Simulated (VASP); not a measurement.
Here is a VASP 6.6.1 calculation.

INCAR

```
ALGO = Normal
EDIFF = 1E-7
ENCUT = 520
GGA = PE
ISIF = 2
ISMEAR = -1
LASPH = T
LCHARG = F
LREAL = F
LWAVE = F
NBANDS = 22
NELM = 60
PREC = Accurate
SIGMA = 0.06122561905347299
```

The input KPOINTS:

```
k-points
0
Gamma
  32 32 32
```

The input POSCAR:

```
Cd2O
1.0
    0.0000000000      2.9426099771      2.9426099771
    2.9426099771      0.0000000000      2.9426099771
    2.9426099771      2.9426099771      0.0000000000
Cd O
2 1
Direct
    0.2500000000      0.2500000000      0.2500000000
    0.7500000000      0.7500000000      0.7500000000
    0.0000000000      0.0000000000      0.0000000000
```

Potentials or basis: VASP PAW PBE potentials, release 64 (Cd, O).

Launch:

```sh
$ cat potpaw_PBE.64/Cd/POTCAR potpaw_PBE.64/O/POTCAR > POTCAR
$ mpirun -np 1 vasp_std > vasp.out
```

(1) Estimate the band gap on the k mesh.

(2) Predict the pressure.

Answers

(1) zero (bands 15 and 16 overlap by 0.60 eV).

(2) 4.0 GPa.

Caveat: the cell stands under pressure; semilocal functionals underestimate gaps, so a narrow gap can read as zero.
